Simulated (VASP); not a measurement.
Here is a VASP 6.6.1 calculation.

INCAR

```
SYSTEM = Zr
ALGO = Normal
EDIFF = 1E-7
ENCUT = 520
GGA = PS
ISIF = 2
ISMEAR = -1
LASPH = .True.
LCHARG = .False.
LREAL = .False.
LWAVE = .False.
NBANDS = 19
NELM = 60
PREC = Accurate
SIGMA = 0.08
```

File KPOINTS:

```
k-points
0
Gamma
  13 13 7
  0 0 0
```

POSCAR

```
Zr
1.0
    3.2319982225     -0.0161599911     -0.0161599911
   -1.6299940740      2.8070725612     -0.0059149673
   -0.0257350000     -0.0257350000      5.1470000000
Zr
2
Direct
    0.3333333333      0.6666666667      0.2500000000
    0.6666666667      0.3333333333      0.7500000000
```

Potentials or basis: VASP PAW PBE potentials, release 64 (Zr_sv).

Command:

```bash
$ cat potpaw_PBE.64/Zr_sv/POTCAR > POTCAR
$ mpirun -np 1 vasp_std > vasp.out
```

Problem. Estimate the largest force.

Solution. 0.020 eV/Å.

Problem. Estimate the band gap on the k mesh.

Solution. Zero (band 12 reaches 9.81 eV, above the bottom of band 13 at 8.62 eV).

Problem. Estimate the pressure.

Solution. -3.2 GPa.

Stress tensor (GPa, compression positive):
```
-3.44  0.45  0.24
 0.45 -3.43  0.24
 0.24  0.24 -2.80
```

Caveat: the cell differs from its parent crystal (equal xy, yz and zx shear strains of -1 %); the PAW data sets were made with another functional, which shifts forces and pressure a little.
